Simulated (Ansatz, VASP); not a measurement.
## Two plane-wave programs on AlGa3N4

```
Al Ga N
1.0
     0.00000   -4.46534    0.00000
     0.00000    0.00000   -4.46534
     8.93069   -0.74437    0.74437
Al Ga N
2 6 8
Direct
  0.86433 0.13567 0.81385
  0.94768 0.05232 0.31385
  0.48936 0.01064 0.06385
  0.40601 0.09399 0.56385
  0.98936 0.51064 0.06385
  0.90601 0.59399 0.56385
  0.36433 0.63567 0.81385
  0.44768 0.55232 0.31385
  0.21272 0.78728 0.19153
  0.12937 0.87063 0.69153
  0.72342 0.27658 0.19153
  0.64007 0.35993 0.69153
  0.08859 0.40071 0.93617
  0.17194 0.31736 0.43617
  0.59929 0.91141 0.93617
  0.68264 0.82806 0.43617
```

Alike in both runs: task single point; functional r2SCAN; k mesh 5 × 5 × 3; occupations gaussian, width 0.05 eV; no spin polarisation.

|  | VASP | Ansatz |
| --- | --- | --- |
| version | VASP 6.6.1 | Ansatz 0.2.0 |
| potentials or method | VASP PAW PBE potentials, release 64 (Al, Ga_d, N), cutoff 520 eV | scalar-relativistic, plane waves, PAW |
| valence electrons in the cell | 124 | 124 |

|  | VASP | Ansatz | Ansatz less VASP |
| --- | --- | --- | --- |
| gap on the k mesh at the Fermi level (eV) | 2.54 | 2.52 | -0.014 |
| least direct gap on the mesh (eV) | 2.54 | 2.52 | -0.014 |
| rms of the force components (eV/Å) | 16.970 | 16.375 | -0.5947 |

VASP's potentials were made for PBE, not for r2SCAN. Atom by atom the forces differ by 0.596 eV/Å (rms over components).
